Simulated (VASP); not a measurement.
# ZnS (F-43m) in VASP: further runs

ZnS is run at these levels: PBE; tasks: single point.

Program: VASP 6.6.1. These are calculated values, not measurements. Logs are shortened: lines on timing, memory, paths and dates and some standing lists are left out, and cuts for length are marked.

**1. The cell of the first run**

Symmetry: F-43m, No. 216, cubic system. The conventional cell has a = 5.443 Å, b = 5.443 Å, c = 5.443 Å, α = 90.00°, β = 90.00°, γ = 90.00°. Zn (site symmetry -43m) has 4 S at 2.36 Å within 3.1 Å. Within 3.1 Å of S (site symmetry -43m) lie 4 Zn at 2.36 Å.

**2. Single point, PBE**

The input, INCAR:

```
SYSTEM = ZnS
PREC = Accurate
ENCUT = 520
EDIFF = 1E-7
ISMEAR = 0
SIGMA = 0.02
LREAL = .FALSE.
LASPH = .TRUE.
NELM = 100
ALGO = Normal
ISIF = 2
LWAVE = .FALSE.
LCHARG = .TRUE.
GGA = PE
LELF = .TRUE.
LVHAR = .TRUE.
NBANDS = 16
```

The input, KPOINTS:

```
regular mesh
0
G
  8 8 8
  0 0 0
```

The input, POSCAR:

```
ZnS
1.0
    0.0000000000      2.7214945947      2.7214945947
    2.7214945947      0.0000000000      2.7214945947
    2.7214945947      2.7214945947      0.0000000000
Zn S
1 1
Direct
    0.5000000000      0.5000000000      0.5000000000
    0.2500000000      0.2500000000      0.2500000000
```

Potentials or basis: VASP PAW PBE potentials, release 64 (Zn, S).

Started as:

```sh
$ cat potpaw_PBE.64/Zn/POTCAR potpaw_PBE.64/S/POTCAR > POTCAR
$ mpirun -np 1 vasp_std > vasp.out
```

OUTCAR:

```text
SYSTEM = ZnS
   PREC = Accurate
   ENCUT = 520
   EDIFF = 1E-7
   ISMEAR = 0
   LREAL = .FALSE.
   LASPH = .TRUE.
   NELM = 100
   ISIF = 2
   GGA = PE

 ion  position               nearest neighbor table
   1  0.500  0.500  0.500-   2 2.36   2 2.36   2 2.36   2 2.36
   2  0.250  0.250  0.250-   1 2.36   1 2.36   1 2.36   1 2.36

  LATTYP: Found a face centered cubic cell.
 ALAT       =     5.4429891894

  Lattice vectors:

 A1 = (   0.0000000000,   2.7214945947,   2.7214945947)
 A2 = (   2.7214945947,   0.0000000000,   2.7214945947)
 A3 = (   2.7214945947,   2.7214945947,   0.0000000000)

Analysis of symmetry for initial positions (statically):
=====================================================================
 Subroutine PRICEL returns:
 Original cell was already a primitive cell.

 Routine SETGRP: Setting up the symmetry group for a
 face centered cubic supercell.

 Subroutine GETGRP returns: Found 24 space group operations
 (whereof 24 operations were pure point group operations)
 out of a pool of 48 trial point group operations.

The static configuration has the point symmetry T_d .

Analysis of symmetry for dynamics (positions and initial velocities):
=====================================================================
 Subroutine PRICEL returns:
 Original cell was already a primitive cell.

 Routine SETGRP: Setting up the symmetry group for a
 face centered cubic supercell.

 Subroutine GETGRP returns: Found 24 space group operations
 (whereof 24 operations were pure point group operations)
 out of a pool of 48 trial point group operations.

The dynamic configuration has the point symmetry T_d .

 Subroutine INISYM returns: Found 24 space group operations
 (whereof 24 operations are pure point group operations),
 and found     1 'primitive' translations

----------------------------------------------------------------------------------------

                                     Primitive cell

  volume of cell :      40.3137

  direct lattice vectors                    reciprocal lattice vectors
     0.000000000  2.721494595  2.721494595    -0.183722577  0.183722577  0.183722577
     2.721494595  0.000000000  2.721494595     0.183722577 -0.183722577  0.183722577
     2.721494595  2.721494595  0.000000000     0.183722577  0.183722577 -0.183722577

  length of vectors
     3.848774566  3.848774566  3.848774566     0.318216838  0.318216838  0.318216838

  position of ions in fractional coordinates (direct lattice)
[... 79 lines left out ...]
   EDIFF  = 0.1E-06   stopping-criterion for ELM
   LREAL  =      F    real-space projection
   EDIFFG = 0.1E-05   stopping-criterion for IOM
   NSW    =      0    number of steps for IOM
   IBRION =     -1    ionic relax: 0-MD 1-quasi-New 2-CG
   NFREE  =      0    steps in history (QN), initial steepest desc. (CG)
   ISIF   =      2    stress and relaxation
   ISYM   =      2    0-nonsym 1-usesym 2-fastsym
   POTIM  = 0.5000    time-step for ionic-motion
   TEBEG  =    0.0;   TEEND  =   0.0 temperature during run
   PSTRESS=    0.0 pullay stress
   NELECT =      18.0000    total number of electrons
   NUPDOWN=      -1.0000    fix difference up-down
   EMIN   =  10.00;   EMAX   =-10.00  energy-range for DOS
   EFERMI =   0.00;   METHOD = LEGACY
   ISMEAR =     0;   SIGMA  =   0.02  broadening in eV -4-tet -1-fermi 0-gaus
   EFERMI_NEDOS =   21; number of points for ismear=-14 and -15
   IALGO  =     38    algorithm
   IMIX   =      4    mixing-type and parameters
     AMIX     =   0.40;   BMIX     =  1.00
     AMIX_MAG =   1.60;   BMIX_MAG =  1.00
  volume/ion in A,a.u.               =      20.16       136.03
  Fermi-wavevector in a.u.,A,eV,Ry     =   1.251262  2.364542 21.302045  1.565656
  Thomas-Fermi vector in A             =   2.385218
   LORBIT       =      0    0 simple, 1 ext, 2 COOP (PROOUT), +10 PAW based schemes
   GGA     = PE    functional components
   LHFCALC =     F    Hartree Fock is set to
   AEXX    =    0.0000 exact exchange contribution
   IVDW    =     0    specifies the selected vdW correction
   LEPSILON=     F    determine dielectric tensor
   LRPA    =     F    only Hartree local field effects (RPA)
 non-spin polarized calculation
 Gauss-broadening in eV      SIGMA  =   0.02
  energy-cutoff  :      520.00
  volume of cell :       40.31
 maximum number of plane-waves:      1106
 NGX is ok and might be reduce to    30
   NGX = 15   NGY = 15   NGZ = 15

 number of electron      18.0000008 magnetization

 Free energy of the ion-electron system (eV)
  ---------------------------------------------------
  ext. energy  EPLUGINS =         0.00000000
  ---------------------------------------------------
  free energy    TOTEN  =        -6.85233492 eV

  energy without entropy =       -6.85233492  energy(sigma->0) =       -6.85233492

 E-fermi :   2.0319     XC(G=0):  -9.5288

 val. band max:        1.9082354225   @ k =   0.0000   0.0000   0.0000
 cond. band min:       3.9286753576   @ k =   0.0000   0.0000   0.0000
 fundamental gap:      2.0204399351
 Fermi energy:         2.0318619471

 k-point     1 :       0.0000    0.0000    0.0000
  band No.  band energies     occupation
      1     -11.0840      2.00000
      2      -4.3474      2.00000
      3      -4.3474      2.00000
      4      -4.3474      2.00000
      5      -3.8745      2.00000
      6      -3.8745      2.00000
[... 433 lines left out ...]
      3      -4.1705      2.00000
      4      -3.9221      2.00000
      5      -3.8621      2.00000
      6      -3.6158      2.00000
[... 8 lines left out ...]
     15      15.2905      0.00000
     16      16.0694      0.00000

 [... further k-points ...]

------------------------ aborting loop because EDIFF is reached ----------------------------------------

  FORCE on cell =-STRESS in cart. coord.  units (eV):
  Direction    XX          YY          ZZ          XY          YZ          ZX
  --------------------------------------------------------------------------------------
  -------------------------------------------------------------------------------------
  Total        0.0452419      0.0452419      0.0452419      0.0000000     -0.0000000     -0.0000000
  in kB        1.7980393      1.7980393      1.7980393      0.0000000     -0.0000000     -0.0000000
  external PRESSURE =       1.7980393 kB  Pullay stress =       0.0000000 kB

 VOLUME and BASIS-vectors are now :
 -----------------------------------------------------------------------------
  energy-cutoff  :      520.00
  volume of cell :       40.31
      direct lattice vectors                 reciprocal lattice vectors
     0.000000000  2.721494595  2.721494595    -0.183722577  0.183722577  0.183722577
     2.721494595  0.000000000  2.721494595     0.183722577 -0.183722577  0.183722577
     2.721494595  2.721494595  0.000000000     0.183722577  0.183722577 -0.183722577

 POSITION                                       TOTAL-FORCE (eV/Angst)
 -----------------------------------------------------------------------------------
      2.72149      2.72149      2.72149        -0.000000     -0.000000     -0.000000
      1.36075      1.36075      1.36075         0.000000      0.000000      0.000000
 -----------------------------------------------------------------------------------
    total drift:                                0.000000      0.000000      0.000000

  FREE ENERGIE OF THE ION-ELECTRON SYSTEM (eV)
  ---------------------------------------------------
  free  energy   TOTEN  =        -6.8523349156 eV

  energy  without entropy=       -6.8523349156  energy(sigma->0) =       -6.85233492
```

OSZICAR:

```text
N       E                     dE             d eps       ncg     rms          rms(c)
DAV:   1     0.910225108019E+02    0.91023E+02   -0.88236E+03   928   0.131E+03
DAV:   2    -0.119730868175E+01   -0.92220E+02   -0.86189E+02  1040   0.264E+02
DAV:   3    -0.721677905925E+01   -0.60195E+01   -0.59928E+01  1168   0.651E+01
DAV:   4    -0.727874299677E+01   -0.61964E-01   -0.61952E-01  1168   0.688E+00
DAV:   5    -0.727947358859E+01   -0.73059E-03   -0.73058E-03  1112   0.711E-01    0.661E+00
DAV:   6    -0.687213836039E+01    0.40734E+00   -0.73419E-01  1344   0.296E+01    0.519E+00
DAV:   7    -0.685262001786E+01    0.19518E-01   -0.24296E-01  1120   0.439E+00    0.265E+00
DAV:   8    -0.685189949724E+01    0.72052E-03   -0.49713E-03  1184   0.796E-01    0.686E-01
DAV:   9    -0.685216780152E+01   -0.26830E-03   -0.11902E-03  1112   0.278E-01    0.102E-01
DAV:  10    -0.685234208600E+01   -0.17428E-03   -0.22932E-04  1104   0.143E-01    0.559E-02
DAV:  11    -0.685233407016E+01    0.80158E-05   -0.36034E-05  1088   0.894E-02    0.702E-03
DAV:  12    -0.685233491074E+01   -0.84058E-06   -0.43809E-06  1328   0.216E-02    0.508E-03
DAV:  13    -0.685233491559E+01   -0.48467E-08   -0.88366E-07  1152   0.860E-03
   1 F= -.68523349E+01 E0= -.68523349E+01  d E =-.168432E-20
```

stdout:

```text
POSCAR found type information on POSCAR ZnS
 POSCAR found :  2 types and       2 ions
 scaLAPACK will be used
 LDA part: xc-table for (Slater+PW92), standard interpolation
 POSCAR, INCAR and KPOINTS ok, starting setup
 FFT: planning ... GRIDC
 FFT: planning ... GRID_SOFT
 FFT: planning ... GRID
 WAVECAR not read
 entering main loop
```

Wall time 22 s (1 thread of Intel Xeon Platinum 8259CL at 2.50GHz (Skylake/Cascade Lake), shared host); peak memory 0.17 GiB.

What came out:

```
Free energy            : -6.8523 eV
Pressure               : 0.2 GPa
Band gap on the k mesh : 2.02 eV
```

**3. Single point, PBE**

The input, INCAR:

```
PREC = Accurate
ENCUT = 520
EDIFF = 1E-6
ISMEAR = 0
SIGMA = 0.02
LREAL = F
LASPH = T
NELM = 60
ALGO = Normal
ISIF = 2
LWAVE = F
LCHARG = F
GGA = PE
NBANDS = 16
```

The input, KPOINTS:

```
regular mesh
0
Gamma
  8 8 8
```

POSCAR is that of step 2.

Potentials or basis: VASP PAW PBE potentials, release 64 (Zn, S).

Started as:

```sh
$ cat potpaw_PBE.64/Zn/POTCAR potpaw_PBE.64/S/POTCAR > POTCAR
$ mpirun -np 1 vasp_std > vasp.out
```

It took 21 s on 1 thread of Intel Xeon Platinum 8259CL at 2.50GHz (Skylake/Cascade Lake), shared host; peak memory 0.17 GiB.

Results (log left out):

| Item | Value |
| --- | --- |
| Free energy | -6.8523 eV |
| Pressure | 0.2 GPa |
| Band gap on the k mesh | 2.02 eV |

Levels at points of the mesh, in eV from the valence-band top:
```
           k point  band 6  band 7  band 8  band 9  band 10  band 11  band 12  band 13
(0.00, 0.00, 0.00)   -5.78    0.00    0.00    0.00     2.02     6.41     6.41     6.41
(0.50, 0.00, 0.00)   -5.59   -5.15   -0.84   -0.84     3.27     6.94     6.94     8.79
(0.50, 0.50, 0.00)   -5.57   -4.47   -2.14   -2.14     3.45     4.07    10.83    11.82
```
